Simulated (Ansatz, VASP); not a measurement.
**Ni: VASP beside Ansatz**

```
CELL_PARAMETERS angstrom
2.28834 0.00000 0.00000
0.00000 2.28834 0.00000
0.00000 0.00000 2.28834
ATOMIC_POSITIONS crystal
Ni 0.00000 0.00000 0.00000
```

Alike in both runs: functional PBEsol; k mesh 14 × 14 × 14; occupations fermi-dirac, width 0.05 eV; collinear spin.

Ansatz relaxed the structure, and its values are those at the end. VASP's run is a single point on that final structure, the one shown.

|  | VASP | Ansatz |
| --- | --- | --- |
| version | VASP 6.6.1 | Ansatz 0.2.0 |
| potentials or method | VASP PAW PBE potentials, release 64 (Ni), cutoff 520 eV | plane waves (420 eV) with PAW, scalar-relativistic |
| valence electrons in the cell | 10 | 18 |

Ansatz gave:

| Quantity | Value |
| --- | --- |
| pressure (GPa) | 0.0 |
| net moment per atom (μB) | 0.51 |
| size of the moment on the site where the two differ most (μB) | 0.52 |

What did VASP give for the same quantities?

Pressure (GPa): 0.0; net moment per atom (μB): 0.49; size of the moment on the site where the two differ most (μB): 0.49.

VASP's potentials were made for PBE, not for PBEsol, and Ansatz warns of the same on its side. Site moments also hang on the region over which each program counts them. The functional is the same, so the differences come from potentials, cutoffs and numerics. VASP's potentials hold 10 valence electrons a cell and Ansatz's 18, so a difference there can come from the potentials and not from the codes.
